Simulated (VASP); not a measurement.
# Al (Fmmm) in VASP: single point with PBEsol

Aim: the single point of Al with PBEsol.

Everything below comes from runs of VASP 6.6.1. Logs are shortened: lines on timing, memory, paths and dates and some standing lists are left out, and cuts for length are marked.

## 1. The cell of the first run

It takes space group Fmmm (No. 69, orthorhombic). The conventional cell has a = 3.182 Å, b = 4.276 Å, c = 4.726 Å, α = 90.00°, β = 90.00°, γ = 90.00°. Within 3.5 Å of Al (site symmetry mmm) lie 14 Al at 2.66 to 3.19 Å.

## 2. Single point, PBEsol (strain -0.1000 x Voigt [0, 0, 0, 1, 0, 0])

Input file INCAR:

```
ALGO = Normal ; EDIFF = 1E-7
ENCUT = 520 ; GGA = PS
ISIF = 2 ; ISMEAR = 0
LASPH = True ; LCHARG = True
LELF = True ; LREAL = False
LVHAR = True ; LWAVE = False
NBANDS = 8 ; NELM = 100
PREC = Accurate ; SIGMA = 0.15
```

Input file KPOINTS:

```
k-points
0
Gamma
  20 20 20
```

Input file POSCAR:

```
Al
1.0
   -1.5912186900      1.5116577555      1.5116577555
    1.5912186900     -1.6707796245      1.6707796245
    1.5912186900      1.6707796245     -1.6707796245
Al
1
Direct
    0.0000000000      0.0000000000      0.0000000000
```

Potentials or basis: VASP PAW PBE potentials, release 64 (Al).

On the command line:

```bash
$ cat potpaw_PBE.64/Al/POTCAR > POTCAR
$ mpirun -np 1 vasp_std > vasp.out
```

OUTCAR:

```text
EDIFF = 1E-7
   ENCUT = 520
   GGA = PS
   ISIF = 2
   ISMEAR = 0
   LASPH = True
   LREAL = False
   NELM = 100
   PREC = Accurate

 ion  position               nearest neighbor table
   1  0.000  0.000  0.000-

  LATTYP: Found a face centered orthorhombic cell.
 ALAT       =     3.1824373800
 B/A-ratio  =     1.3435028843
 C/A-ratio  =     1.4849242405

  Lattice vectors:

 A1 = (   0.0000000000,  -0.1591218690,   3.1824373800)
 A2 = (   1.5912186900,  -1.6707796245,   1.6707796245)
 A3 = (   1.5912186900,   1.5116577555,   1.5116577555)

Analysis of symmetry for initial positions (statically):
=====================================================================
 Subroutine PRICEL returns:
 Original cell was already a primitive cell.

 Routine SETGRP: Setting up the symmetry group for a
 face centered orthorhombic supercell.

 Subroutine GETGRP returns: Found  8 space group operations
 (whereof  8 operations were pure point group operations)
 out of a pool of  8 trial point group operations.

The static configuration has the point symmetry D_2h.

Analysis of symmetry for dynamics (positions and initial velocities):
=====================================================================
 Subroutine PRICEL returns:
 Original cell was already a primitive cell.

 Routine SETGRP: Setting up the symmetry group for a
 face centered orthorhombic supercell.

 Subroutine GETGRP returns: Found  8 space group operations
 (whereof  8 operations were pure point group operations)
 out of a pool of  8 trial point group operations.

The dynamic configuration has the point symmetry D_2h.

 Subroutine INISYM returns: Found  8 space group operations
 (whereof  8 operations are pure point group operations),
 and found     1 'primitive' translations

----------------------------------------------------------------------------------------

                                     Primitive cell

  volume of cell :      16.0754

  direct lattice vectors                    reciprocal lattice vectors
    -1.591218690  1.511657755  1.511657755     0.000000000  0.330762700  0.330762700
     1.591218690 -1.670779624  1.670779624     0.314224565  0.015750605  0.315012095
     1.591218690  1.670779624 -1.670779624     0.314224565  0.315012095  0.015750605

  length of vectors
     2.664994420  2.848681454  2.848681454     0.467769096  0.445216552  0.445216552

  position of ions in fractional coordinates (direct lattice)
[... 79 lines left out ...]
   EDIFFG = 0.1E-05   stopping-criterion for IOM
   NSW    =      0    number of steps for IOM
   IBRION =     -1    ionic relax: 0-MD 1-quasi-New 2-CG
   NFREE  =      0    steps in history (QN), initial steepest desc. (CG)
   ISIF   =      2    stress and relaxation
   ISYM   =      2    0-nonsym 1-usesym 2-fastsym
   POTIM  = 0.5000    time-step for ionic-motion
   TEBEG  =    0.0;   TEEND  =   0.0 temperature during run
   PSTRESS=    0.0 pullay stress
   NELECT =       3.0000    total number of electrons
   NUPDOWN=      -1.0000    fix difference up-down
   EMIN   =  10.00;   EMAX   =-10.00  energy-range for DOS
   EFERMI =   0.00;   METHOD = LEGACY
   ISMEAR =     0;   SIGMA  =   0.15  broadening in eV -4-tet -1-fermi 0-gaus
   EFERMI_NEDOS =   21; number of points for ismear=-14 and -15
   IALGO  =     38    algorithm
   IMIX   =      4    mixing-type and parameters
     AMIX     =   0.40;   BMIX     =  1.00
     AMIX_MAG =   1.60;   BMIX_MAG =  1.00
  volume/ion in A,a.u.               =      16.08       108.48
  Fermi-wavevector in a.u.,A,eV,Ry     =   0.935537  1.767909 11.908226  0.875230
  Thomas-Fermi vector in A             =   2.062455
   LORBIT       =      0    0 simple, 1 ext, 2 COOP (PROOUT), +10 PAW based schemes
   GGA     = PS    functional components
   LHFCALC =     F    Hartree Fock is set to
   AEXX    =    0.0000 exact exchange contribution
   IVDW    =     0    specifies the selected vdW correction
   LEPSILON=     F    determine dielectric tensor
   LRPA    =     F    only Hartree local field effects (RPA)
 non-spin polarized calculation
 Gauss-broadening in eV      SIGMA  =   0.15
  energy-cutoff  :      520.00
  volume of cell :       16.08
 maximum number of plane-waves:       448
   NGX =  9   NGY = 11   NGZ = 11

 number of electron       3.0000000 magnetization

 Free energy of the ion-electron system (eV)
  ---------------------------------------------------
  ext. energy  EPLUGINS =         0.00000000
  ---------------------------------------------------
  free energy    TOTEN  =        -3.96598217 eV

  energy without entropy =       -3.96097995  energy(sigma->0) =       -3.96348106

 E-fermi :   8.2177     XC(G=0): -10.3525

 val. band max:        8.2153228144   @ k =   0.2500   0.4000   0.1000
 cond. band min:       8.2191329591   @ k =   0.4500  -0.3500   0.1500
 fundamental gap:      0.0038101446
 Fermi energy:         8.2177203734

 k-point     1 :       0.0000    0.0000    0.0000
  band No.  band energies     occupation
      1      -3.0864      2.00000
      2      20.6113      0.00000
      3      20.9686      0.00000
      4      21.4488      0.00000
      5      22.3729      0.00000
      6      23.3413      0.00000
      7      24.0217      0.00000
      8      24.7903      0.00000
[... 243 lines left out ...]
 k-point    24 :       0.1000    0.1000   -0.0000
  band No.  band energies     occupation
      1      -2.1486      2.00000
      2      16.6269      0.00000
      3      18.2970      0.00000
      4      18.8986      0.00000
      5      20.9398      0.00000
      6      22.3150      0.00000
      7      24.5442      0.00000
      8      24.9316      0.00000

 [... further k-points ...]

------------------------ aborting loop because EDIFF is reached ----------------------------------------

  FORCE on cell =-STRESS in cart. coord.  units (eV):
  Direction    XX          YY          ZZ          XY          YZ          ZX
  --------------------------------------------------------------------------------------
  -------------------------------------------------------------------------------------
  Total        0.3774597      0.3269329      0.3269329      0.0000000      0.5202798      0.0000000
  in kB       37.6199878     32.5841726     32.5841726      0.0000000     51.8543329      0.0000000
  external PRESSURE =      34.2627776 kB  Pullay stress =       0.0000000 kB

 VOLUME and BASIS-vectors are now :
 -----------------------------------------------------------------------------
  energy-cutoff  :      520.00
  volume of cell :       16.08
      direct lattice vectors                 reciprocal lattice vectors
    -1.591218690  1.511657755  1.511657755     0.000000000  0.330762700  0.330762700
     1.591218690 -1.670779624  1.670779624     0.314224565  0.015750605  0.315012095
     1.591218690  1.670779624 -1.670779624     0.314224565  0.315012095  0.015750605

 POSITION                                       TOTAL-FORCE (eV/Angst)
 -----------------------------------------------------------------------------------
      0.00000      0.00000      0.00000        -0.000000     -0.000000      0.000000
 -----------------------------------------------------------------------------------
    total drift:                                0.000000      0.000000      0.000000

  FREE ENERGIE OF THE ION-ELECTRON SYSTEM (eV)
  ---------------------------------------------------
  free  energy   TOTEN  =        -3.9659821654 eV

  energy  without entropy=       -3.9609799498  energy(sigma->0) =       -3.96348106
```

Wall time 68 s (1 thread of AMD EPYC 9R45 (Zen 5), shared host); peak memory 0.2 GiB.

What came out:

```yaml
Free_energy: -3.9660 eV
Pressure: 3.4 GPa
Band_gap_on_the_k_mesh: zero (an odd number of electrons rules out a gap without spin polarisation)
```

Caveat: the cell differs from its parent crystal (strain -0.1000 x Voigt [0, 0, 0, 1, 0, 0]); the cell stands under pressure; the PAW data sets were made with another functional, which shifts forces and pressure a little.
